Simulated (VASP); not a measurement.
Crystal: La2AlF.

```
La Al F
1.0
     4.00775    0.00000    0.00000
    -2.00387    3.47081    0.00000
     0.00000    0.00000    6.12240
La Al F
2 1 1
Direct
  0.33333 0.66667 0.75165
  0.66667 0.33333 0.24835
  0.00000 0.00000 0.00000
  0.00000 0.00000 0.50000
```

The cell was built from a structure type or drawn by symmetry, and may not be a known phase.

| Property | Result |
| --- | --- |
| Program | VASP 6.6.1 |
| Task | relaxation of cell and atoms |
| Functional | PBE |
| Potentials or basis | VASP PAW PBE potentials, release 64 (La, Al, F_h) |
| Cutoff | 910 eV |
| k mesh | 6 × 6 × 4 |
| Occupations | gaussian, width 0.1 eV |
| Spin | no spin polarisation |

At the start: pressure 17.9 GPa; volume 21.29 Å³/atom.

Where does the relaxation end?

Over 14 steps the energy falls by 495.4 meV/atom and the volume is 23.90 Å³/atom (+12.3 %); space group P-3m1 (No. 164, to 0.1 Å) before and after.

The path:
| step | energy change (eV) | largest force (eV/Å) | pressure (GPa) | volume (Å³) |
| --- | --- | --- | --- | --- |
| 1 | 0.0000 | 2.9247 | 17.85 | 85.16 |
| 2 | -0.9910 | 0.1481 | -6.58 | 117.87 |
| 3 | -1.2452 | 0.7425 | -1.22 | 105.87 |
| 4 | -1.4178 | 0.7264 | -1.32 | 104.56 |
| 5 | -1.8940 | 0.2791 | -1.48 | 100.06 |
| 6 | -1.1935 | 1.5458 | 4.82 | 88.99 |
| 7 | -1.9668 | 0.1712 | -0.81 | 97.85 |
| 8 | -1.9670 | 0.2010 | -0.99 | 97.66 |
| 9 | -1.9681 | 0.1568 | 1.44 | 93.82 |
| 10 | -1.9748 | 0.1800 | 0.19 | 95.66 |
| 11 | -1.9748 | 0.1781 | 0.52 | 95.56 |
| 12 | -1.9748 | 0.1790 | 0.34 | 95.62 |
| 13 | -1.9802 | 0.0841 | 0.14 | 95.61 |
| 14 | -1.9816 | 0.0290 | -0.01 | 95.60 |

Final structure:
```xyz
4
Lattice="3.8505 0.0000 0.0000 -1.9252 3.3346 0.0000 0.0000 0.0000 7.4455" Properties=species:S:1:pos:R:3 pbc="T T T"
La    0.0000    2.2231    5.2585
La    1.9252    1.1115    2.1870
Al    0.0000    0.0000    7.4455
F     0.0000    0.0000    3.7228
```

Caveat: the cutoff is under 1.25 times the usual one of these potentials, so pressure, stress and relaxed cells hold a basis-set (Pulay) error; a cell axis changed by over 15 % at a fixed basis, so the end point is rough.
